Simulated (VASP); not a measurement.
A run of VASP 6.6.1:

POSCAR

```
AlN
1.0
    0.0000000000      2.0345180000      2.0345180000
    2.0345180000      0.0000000000      2.0345180000
    2.0345180000      2.0345180000      0.0000000000
Al N
1 1
Direct
    0.5000000000      0.5000000000      0.5000000000
    0.0000000000      0.0000000000      0.0000000000
```

INCAR.step1

```
ALGO     = Normal         # electronic algorithm
EDIFF    = 1E-5           # SCF threshold, eV
ENCUT    = 520            # plane-wave cutoff, eV
GGA      = PE             # functional
ISIF     = 2              # what is computed and relaxed
ISMEAR   = -1             # smearing method
LASPH    = True           # aspherical terms in the spheres
LCHARG   = False          # write CHGCAR
LREAL    = False          # projectors in reciprocal space
LWAVE    = True           # write WAVECAR
NBANDS   = 11             # bands
NELM     = 100            # most SCF steps
PREC     = Accurate       # precision mode
SIGMA    = 0.05           # smearing width, eV
```

Contents of INCAR.step2:

```
ALGO     = Normal         # electronic algorithm
EDIFF    = 1E-6           # SCF threshold, eV
ENCUT    = 520            # plane-wave cutoff, eV
GGA      = PE             # functional
HFSCREEN = 0.2079         # screening, 1/A
ISIF     = 2              # what is computed and relaxed
ISMEAR   = -1             # smearing method
ISTART   = 1            
LASPH    = True           # aspherical terms in the spheres
LCHARG   = False          # write CHGCAR
LHFCALC  = True           # exact exchange
LREAL    = False          # projectors in reciprocal space
LWAVE    = False          # write WAVECAR
NBANDS   = 11             # bands
NELM     = 100            # most SCF steps
PREC     = Accurate       # precision mode
PRECFOCK = Normal       
SIGMA    = 0.05           # smearing width, eV
```

KPOINTS

```
k-points
0
Gamma
  8 8 8
```

Potentials or basis: VASP PAW PBE potentials, release 64 (Al, N).

Command:

```sh
$ cat potpaw_PBE.64/Al/POTCAR potpaw_PBE.64/N/POTCAR > POTCAR
$ cp INCAR.step1 INCAR
$ mpirun -np 1 vasp_std > vasp.out
$ cp INCAR.step2 INCAR
$ mpirun -np 1 vasp_std > vasp.out
```

Hardware: 1 thread of Intel(R) Xeon(R) 6975P-C (Granite Rapids) (shared host).

Estimate the wall time of this run.

It took 11 min on 1 thread of Intel(R) Xeon(R) 6975P-C (Granite Rapids), on a shared host, peak memory 0.24 GiB. Counts: k points 29.
